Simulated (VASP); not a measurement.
Here is a VASP 6.6.1 calculation.

The input INCAR:

```
SYSTEM = PbO
PREC = Accurate
ENCUT = 520
EDIFF = 1E-6
ISMEAR = 0
SIGMA = 0.05
LREAL = .False.
LASPH = .True.
NELM = 80
ALGO = Normal
ISIF = 2
LWAVE = .False.
LCHARG = .True.
GGA = PE
LELF = .True.
LVHAR = .True.
NBANDS = 17
```

KPOINTS

```
regular mesh
0
Gamma
  12 12 10
  0 0 0
```

Contents of POSCAR:

```
PbO
1.0
    3.5678723414      0.0000000000      0.0000000000
   -1.7839361707      3.0898680851      0.0000000000
    0.0000000000      0.0000000000      3.2951134840
Pb O
1 1
Direct
    0.0000000000      0.0000000000      0.0000000000
    0.6890889936      0.3333333333      0.5000000000
```

Potentials or basis: VASP PAW PBE potentials, release 64 (Pb_d, O).

Run with:

```sh
$ cat potpaw_PBE.64/Pb_d/POTCAR potpaw_PBE.64/O/POTCAR > POTCAR
$ mpirun -np 1 vasp_std > vasp.out
```

(1) What does it give for the band gap on the k mesh?

(2) What does it give for the largest force?

Results:

(1) zero (filled and empty bands overlap).

(2) 0.094 eV/Å.

Caveat: the cell differs from its parent crystal (atom 2 (O) moved 0.08 Å along x); semilocal functionals underestimate gaps, so a narrow gap can read as zero; spin-orbit coupling is left out, which moves the levels of the heavy elements.
